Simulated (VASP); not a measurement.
# Ge8N (a cell with a defect) in VASP: a series of runs

Runs on Ge8N (a cell with a defect). Level: LDA. Tasks: single point.

Program: VASP 6.6.1. These are calculated values, not measurements. Logs are shortened: lines on timing, memory, paths and dates and some standing lists are left out, and cuts for length are marked.

## Step 1: The cell of the first run

The cell holds a defect, 9 atoms: a = 5.621 Å, b = 5.621 Å, c = 5.621 Å, α = 90.00°, β = 90.00°, γ = 90.00°.

## Step 2: Single point, LDA

Contents of INCAR:

```
PREC = Accurate ; ENCUT = 520
EDIFF = 1E-6 ; ISMEAR = 0
SIGMA = 0.15 ; LREAL = False
LASPH = True ; NELM = 100
ALGO = Fast ; ISIF = 2
LWAVE = False ; LCHARG = False
GGA = CA ; NBANDS = 68
```

Contents of KPOINTS:

```
regular mesh
0
Gamma
  6 6 6
```

Contents of POSCAR:

```
Ge8N
1.0
    5.6214248924      0.0000000000      0.0000000000
    0.0000000000     -5.6214248924      0.0000000000
    0.0000000000      0.0000000000     -5.6214248924
Ge N
8 1
Direct
    0.5000000000      0.0000000000      0.0000000000
    0.0000000000      0.5000000000      0.0000000000
    0.0000000000      0.0000000000      0.5000000000
    0.5000000000      0.5000000000      0.5000000000
    0.7500000000      0.7500000000      0.7500000000
    0.2500000000      0.2500000000      0.7500000000
    0.2500000000      0.7500000000      0.2500000000
    0.7500000000      0.2500000000      0.2500000000
    0.7500000000      0.4166666667      0.8333333333
```

Potentials or basis: VASP PAW LDA potentials, release 64 (Ge_d, N).

The run is started by

```bash
cat potpaw_LDA.64/Ge_d/POTCAR potpaw_LDA.64/N/POTCAR > POTCAR
mpirun -np 1 vasp_std > vasp.out
```

OUTCAR:

```text
PREC = Accurate
   ENCUT = 520
   EDIFF = 1E-6
   ISMEAR = 0
   LREAL = False
   LASPH = True
   NELM = 100
   ISIF = 2
   GGA = CA

 ion  position               nearest neighbor table
   1  0.500  0.000  0.000-   5 2.43   6 2.43   7 2.43   8 2.43
   2  0.000  0.500  0.000-   9 1.75   6 2.43   7 2.43   8 2.43   5 2.43
   3  0.000  0.000  0.500-   5 2.43   6 2.43   7 2.43   8 2.43
   4  0.500  0.500  0.500-   5 2.43   6 2.43   7 2.43   8 2.43
   5  0.750  0.750  0.750-   9 1.93   2 2.43   3 2.43   4 2.43   1 2.43
   6  0.250  0.250  0.750-   1 2.43   2 2.43   3 2.43   4 2.43
   7  0.250  0.750  0.250-   1 2.43   2 2.43   3 2.43   4 2.43
   8  0.750  0.250  0.250-   1 2.43   2 2.43   3 2.43   4 2.43
   9  0.750  0.417  0.833-   2 1.75   5 1.93

  LATTYP: Found a simple cubic cell.
 ALAT       =     5.6214248924

  Lattice vectors:

 A1 = (   5.6214248924,   0.0000000000,   0.0000000000)
 A2 = (   0.0000000000,  -5.6214248924,   0.0000000000)
 A3 = (   0.0000000000,   0.0000000000,  -5.6214248924)

Analysis of symmetry for initial positions (statically):
=====================================================================
 Subroutine PRICEL returns:
 Original cell was already a primitive cell.

 Routine SETGRP: Setting up the symmetry group for a
 simple cubic supercell.

 Subroutine GETGRP returns: Found  1 space group operations
 (whereof  1 operations were pure point group operations)
 out of a pool of 48 trial point group operations.

The static configuration has the point symmetry C_1 .

Analysis of symmetry for dynamics (positions and initial velocities):
=====================================================================
 Subroutine PRICEL returns:
 Original cell was already a primitive cell.

 Routine SETGRP: Setting up the symmetry group for a
 simple cubic supercell.

 Subroutine GETGRP returns: Found  1 space group operations
 (whereof  1 operations were pure point group operations)
 out of a pool of 48 trial point group operations.

The dynamic configuration has the point symmetry C_1 .

 Subroutine INISYM returns: Found  1 space group operations
 (whereof  1 operations are pure point group operations),
 and found     1 'primitive' translations

----------------------------------------------------------------------------------------

                                     Primitive cell

  volume of cell :     177.6394

  direct lattice vectors                    reciprocal lattice vectors
     5.621424892  0.000000000  0.000000000     0.177890841  0.000000000  0.000000000
     0.000000000 -5.621424892  0.000000000     0.000000000 -0.177890841  0.000000000
     0.000000000  0.000000000 -5.621424892     0.000000000  0.000000000 -0.177890841

  length of vectors
     5.621424892  5.621424892  5.621424892     0.177890841  0.177890841  0.177890841

  position of ions in fractional coordinates (direct lattice)
     0.500000000  0.000000000  0.000000000
     0.000000000  0.500000000  0.000000000
     0.000000000  0.000000000  0.500000000
     0.500000000  0.500000000  0.500000000
     0.750000000  0.750000000  0.750000000
     0.250000000  0.250000000  0.750000000
     0.250000000  0.750000000  0.250000000
     0.750000000  0.250000000  0.250000000
     0.750000000  0.416666667  0.833333333

  ion indices of the primitive-cell ions
   primitive index   ion index
                 1           1
                 2           2
                 3           3
                 4           4
                 5           5
                 6           6
                 7           7
                 8           8
                 9           9

----------------------------------------------------------------------------------------

 KPOINTS: regular mesh

Automatic generation of k-mesh.
 Grid dimensions read from file:
 generate k-points for:    6    6    6

 Generating k-lattice:

  Cartesian coordinates                     Fractional coordinates (reciprocal lattice)
     0.029648473  0.000000000  0.000000000     0.166666667  0.000000000  0.000000000
     0.000000000 -0.029648473  0.000000000     0.000000000  0.166666667  0.000000000
     0.000000000  0.000000000 -0.029648473     0.000000000  0.000000000  0.166666667

  Length of vectors
     0.029648473  0.029648473  0.029648473

  Shift w.r.t. Gamma in fractional coordinates (k-lattice)
     0.000000000  0.000000000  0.000000000

 Subroutine IBZKPT returns following result:
 ===========================================

 Found    112 irreducible k-points:

 Following reciprocal coordinates:
            Coordinates               Weight
  0.000000  0.000000  0.000000      1.000000
  0.166667  0.000000  0.000000      2.000000
  0.000000  0.166667  0.000000      2.000000
  0.000000  0.000000  0.166667      2.000000
  0.333333  0.000000  0.000000      2.000000
  0.000000  0.333333  0.000000      2.000000
[... 16 lines left out ...]
  0.000000 -0.333333  0.166667      2.000000
 -0.166667  0.000000  0.333333      2.000000
 [... further k-points ...]
   k-points           NKPTS =    112   k-points in BZ     NKDIM =    112   number of bands    NBANDS=     68
   number of dos      NEDOS =    301   number of ions     NIONS =      9
   total plane-waves  NPLWV =  74088
   dimension x,y,z NGX =    42 NGY =   42 NGZ =   42
   dimension x,y,z NGXF=    84 NGYF=   84 NGZF=   84
   ions per type =               8   1
   NGX,Y,Z   is equivalent  to a cutoff of  12.42, 12.42, 12.42 a.u.
   NGXF,Y,Z  is equivalent  to a cutoff of  24.84, 24.84, 24.84 a.u.
 SYSTEM =  unknown system
   PREC   = accura    normal or accurate (medium, high low for compatibility)
   ISTART =      0    job   : 0-new  1-cont  2-samecut
   ICHARG =      2    charge: 1-file 2-atom 10-const
   ISPIN  =      1    spin polarized calculation?
   LNONCOLLINEAR =      F non collinear calculations
   LSORBIT =      F    spin-orbit coupling
   LASPH  =      T    aspherical Exc in radial PAW
   ENCUT  =  520.0 eV  38.22 Ry    6.18 a.u.  10.45 10.45 10.45*2*pi/ulx,y,z
   NELM   =    100;   NELMIN=  2; NELMDL= -5     # of ELM steps
   EDIFF  = 0.1E-05   stopping-criterion for ELM
   LREAL  =      F    real-space projection
   EDIFFG = 0.1E-04   stopping-criterion for IOM
   NSW    =      0    number of steps for IOM
   IBRION =     -1    ionic relax: 0-MD 1-quasi-New 2-CG
   NFREE  =      0    steps in history (QN), initial steepest desc. (CG)
   ISIF   =      2    stress and relaxation
   ISYM   =      2    0-nonsym 1-usesym 2-fastsym
   POTIM  = 0.5000    time-step for ionic-motion
   TEBEG  =    0.0;   TEEND  =   0.0 temperature during run
   PSTRESS=    0.0 pullay stress
   NELECT =     117.0000    total number of electrons
   NUPDOWN=      -1.0000    fix difference up-down
   EMIN   =  10.00;   EMAX   =-10.00  energy-range for DOS
   EFERMI =   0.00;   METHOD = LEGACY
   ISMEAR =     0;   SIGMA  =   0.15  broadening in eV -4-tet -1-fermi 0-gaus
   EFERMI_NEDOS =   21; number of points for ismear=-14 and -15
   IALGO  =     68    algorithm
   IMIX   =      4    mixing-type and parameters
     AMIX     =   0.40;   BMIX     =  1.00
     AMIX_MAG =   1.60;   BMIX_MAG =  1.00
  volume/ion in A,a.u.               =      19.74       133.20
  Fermi-wavevector in a.u.,A,eV,Ry     =   1.424373  2.691675 27.604019  2.028838
  Thomas-Fermi vector in A             =   2.544871
   LORBIT       =      0    0 simple, 1 ext, 2 COOP (PROOUT), +10 PAW based schemes
   GGA     = CA    functional components
   LHFCALC =     F    Hartree Fock is set to
   AEXX    =    0.0000 exact exchange contribution
   IVDW    =     0    specifies the selected vdW correction
   LEPSILON=     F    determine dielectric tensor
   LRPA    =     F    only Hartree local field effects (RPA)
 non-spin polarized calculation
 RMM-DIIS sequential band-by-band and
 Gauss-broadening in eV      SIGMA  =   0.15
  energy-cutoff  :      520.00
  volume of cell :      177.64
 maximum number of plane-waves:      4801
 NGX is ok and might be reduce to    42
   NGX = 21   NGY = 21   NGZ = 21

 number of electron     116.9999769 magnetization

 Free energy of the ion-electron system (eV)
  ---------------------------------------------------
  ext. energy  EPLUGINS =         0.00000000
  ---------------------------------------------------
  free energy    TOTEN  =       -46.82493308 eV

  energy without entropy =      -46.78394358  energy(sigma->0) =      -46.80443833

 E-fermi :   5.0081     XC(G=0): -10.6703

 val. band max:        5.0034897635   @ k =  -0.1667   0.3333   0.0000
 cond. band min:       5.0132370722   @ k =   0.0000   0.1667   0.0000
 fundamental gap:      0.0097473086
 Fermi energy:         5.0081375827

 k-point     1 :       0.0000    0.0000    0.0000
  band No.  band energies     occupation
      1     -20.1588      2.00000
      2     -20.0760      2.00000
      3     -20.0093      2.00000
      4     -19.9747      2.00000
      5     -19.9528      2.00000
      6     -19.9363      2.00000
[... 60 lines left out ...]
     67       8.2403      0.00000
     68       8.9468      0.00000

 k-point     2 :       0.1667    0.0000    0.0000
  band No.  band energies     occupation
      1     -20.1591      2.00000
      2     -20.0766      2.00000
      3     -20.0097      2.00000
      4     -19.9755      2.00000
      5     -19.9527      2.00000
      6     -19.9346      2.00000
[... 60 lines left out ...]
     67       8.4318      0.00000
     68       8.9992      0.00000

 k-point     3 :       0.0000    0.1667    0.0000
  band No.  band energies     occupation
      1     -20.1591      2.00000
      2     -20.0765      2.00000
      3     -20.0097      2.00000
      4     -19.9747      2.00000
      5     -19.9538      2.00000
      6     -19.9373      2.00000
[... 1480 lines left out ...]
     67       9.0571      0.00000
     68       9.7577      0.00000

 k-point    24 :      -0.1667    0.0000    0.3333
  band No.  band energies     occupation
      1     -20.1592      2.00000
      2     -20.0771      2.00000
      3     -20.0124      2.00000
      4     -19.9769      2.00000
      5     -19.9539      2.00000
      6     -19.9345      2.00000
[... 60 lines left out ...]
     67       9.2711      0.00000
     68       9.7448      0.00000

 [... further k-points ...]

------------------------ aborting loop because EDIFF is reached ----------------------------------------

  FORCE on cell =-STRESS in cart. coord.  units (eV):
  Direction    XX          YY          ZZ          XY          YZ          ZX
  --------------------------------------------------------------------------------------
  -------------------------------------------------------------------------------------
  Total        8.3759467      3.1497031      5.7916220      1.0327725     -1.6367006     -3.4482476
  in kB       75.5449171     28.4080197     52.2361976      9.3148529    -14.7618432    -31.1006727
  external PRESSURE =      52.0630448 kB  Pullay stress =       0.0000000 kB

 VOLUME and BASIS-vectors are now :
 -----------------------------------------------------------------------------
  energy-cutoff  :      520.00
  volume of cell :      177.64
      direct lattice vectors                 reciprocal lattice vectors
     5.621424892  0.000000000  0.000000000     0.177890841  0.000000000  0.000000000
     0.000000000 -5.621424892  0.000000000     0.000000000 -0.177890841  0.000000000
     0.000000000  0.000000000 -5.621424892     0.000000000  0.000000000 -0.177890841

 POSITION                                       TOTAL-FORCE (eV/Angst)
 -----------------------------------------------------------------------------------
      2.81071      0.00000      0.00000         0.007045     -0.119283      0.128345
      0.00000     -2.81071      0.00000         3.155362      0.723029     -1.579828
      0.00000      0.00000     -2.81071         0.238206     -0.034818      0.013279
      2.81071     -2.81071     -2.81071        -0.132053      0.393107      0.219891
      4.21607     -4.21607     -4.21607        -1.287678     -0.908794      0.541403
      1.40536     -1.40536     -4.21607         0.609900      0.128963     -0.097473
      1.40536     -4.21607     -1.40536        -0.024332     -0.364235     -0.004882
      4.21607     -1.40536     -1.40536        -0.377948      0.296915     -0.546025
      4.21607     -2.34226     -4.68452        -2.188501     -0.114884      1.325290
 -----------------------------------------------------------------------------------
    total drift:                               -0.000554      0.000709      0.000155

  FREE ENERGIE OF THE ION-ELECTRON SYSTEM (eV)
  ---------------------------------------------------
  free  energy   TOTEN  =       -46.8249330792 eV

  energy  without entropy=      -46.7839435843  energy(sigma->0) =      -46.80443833
```

Wall time 24 min (1 thread of Oxide Virtual Turin-like, shared host); peak memory 0.83 GiB.

Results:

* Free energy: -46.8249 eV
* Pressure: 5.2 GPa
* Largest force: 3.602 eV/Å
* Band gap on the k mesh: zero (an odd number of electrons rules out a gap without spin polarisation)

Forces in eV/Å, atoms in the order of the input:
```
Ge   0.007 -0.119  0.128
Ge   3.155  0.723 -1.580
Ge   0.238 -0.035  0.013
Ge  -0.132  0.393  0.220
Ge  -1.288 -0.909  0.541
Ge   0.610  0.129 -0.097
Ge  -0.024 -0.364 -0.005
Ge  -0.378  0.297 -0.546
N   -2.189 -0.115  1.325
```

## Step 3: Single point, LDA

Contents of INCAR:

```
  PREC = Accurate
  ENCUT = 520
  EDIFF = 1E-6
  ISMEAR = 0
  SIGMA = 0.15
  LREAL = F
  LASPH = T
  NELM = 60
  ALGO = Fast
  ISIF = 2
  LWAVE = F
  LCHARG = T
  LELF = T
  LVHAR = T
  NBANDS = 68
```

Contents of KPOINTS:

```
Automatic mesh
0
Gamma
  6 6 6
```

Changes to POSCAR since step 2:

```diff
@@ -16,2 +16,2 @@
     0.7500000000      0.2500000000      0.2500000000
-    0.7500000000      0.4166666667      0.8333333333
+    1.0833333333      0.4583333333      0.7916666667
```

Potentials or basis: VASP PAW LDA potentials, release 64 (Ge_d, N).

The run is started by

```bash
cat potpaw_LDA.64/Ge_d/POTCAR potpaw_LDA.64/N/POTCAR > POTCAR
mpirun -np 1 vasp_std > vasp.out
```

It took 29 min on 1 thread of Oxide Virtual Turin-like, shared host; peak memory 0.83 GiB.

Results (log left out):

| Quantity | Value |
| --- | --- |
| Free energy | -38.2057 eV |
| Pressure | 29.4 GPa |
| Largest force | 48.350 eV/Å |
| Band gap on the k mesh | zero (an odd number of electrons rules out a gap without spin polarisation) |

Forces on the atoms (eV/Å):
```
Ge   -0.078  -0.038  -0.106
Ge  -18.626 -10.583 -43.345
Ge    0.247   0.568   0.255
Ge    0.742   0.325   0.423
Ge   -1.254  -1.093   0.209
Ge    8.984  10.554   4.793
Ge   -0.068  -0.359  -0.741
Ge   -0.158  -0.046  -0.410
N    10.211   0.672  38.922
```

Stress tensor (GPa, compression positive):
```
20.19 15.85 23.07
15.85 17.64 14.86
23.07 14.86 50.48
```

Levels at points of the mesh, in eV from the Fermi level:
```tsv
k point	band 57	band 58	band 59	band 60	band 61	band 62
(0.00, 0.00, 0.00)	-0.66	0.27	0.29	0.78	0.90	0.92
(0.50, 0.00, 0.00)	-1.61	-0.67	-0.15	1.74	2.01	2.77
(0.00, 0.50, 0.00)	-1.64	-0.78	0.10	1.61	2.03	2.80
(0.00, 0.00, 0.50)	-1.39	-1.17	0.50	1.28	2.19	2.83
(0.50, 0.50, 0.00)	-1.09	-1.05	0.35	2.24	2.31	2.43
(0.00, 0.50, 0.50)	-1.09	-0.45	0.13	2.29	2.49	2.57
(0.50, 0.00, 0.50)	-1.09	-0.61	0.29	2.25	2.46	2.51
(0.50, 0.50, 0.50)	-0.90	-0.51	-0.38	0.37	1.33	1.47
```

Caveat: atoms lie so close that the PAW spheres overlap strongly, which falsifies energies and pressures.
